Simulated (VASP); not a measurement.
A run of VASP 6.6.1 is set up as follows.

File INCAR:

```
PREC = Accurate ; ENCUT = 520
EDIFF = 1E-6 ; ISMEAR = -1
SIGMA = 0.05 ; LREAL = False
LASPH = True ; NELM = 150
ALGO = Normal ; ISIF = 2
LWAVE = False ; LCHARG = False
LNONCOLLINEAR = True ; MAGMOM = 0 0 0
LORBIT = 11 ; LSORBIT = True
GGA_COMPAT = False ; LORBMOM = True
LMAXMIX = 4 ; GGA = CA
NBANDS = 21
```

The input KPOINTS:

```
Automatic mesh
0
Gamma
  9 9 9
```

File POSCAR:

```
Pt
1.0
    0.0000000000      1.9609000000      1.9609000000
    1.9609000000      0.0000000000      1.9609000000
    1.9609000000      1.9609000000      0.0000000000
Pt
1
Direct
    0.0000000000      0.0000000000      0.0000000000
```

Potentials or basis: VASP PAW LDA potentials, release 64 (Pt).

The run is started by

```console
$ cat potpaw_LDA.64/Pt/POTCAR > POTCAR
$ mpirun -np 1 vasp_ncl > vasp.out
```

**Question.** What does it give for the net moment?

**Answer.** 0.00 μB per cell.

**Question.** Estimate the pressure.

**Answer.** -5.3 GPa.

Moments on the atoms (μB; x, y, z):
```
Pt  0.00 0.00 0.00
```
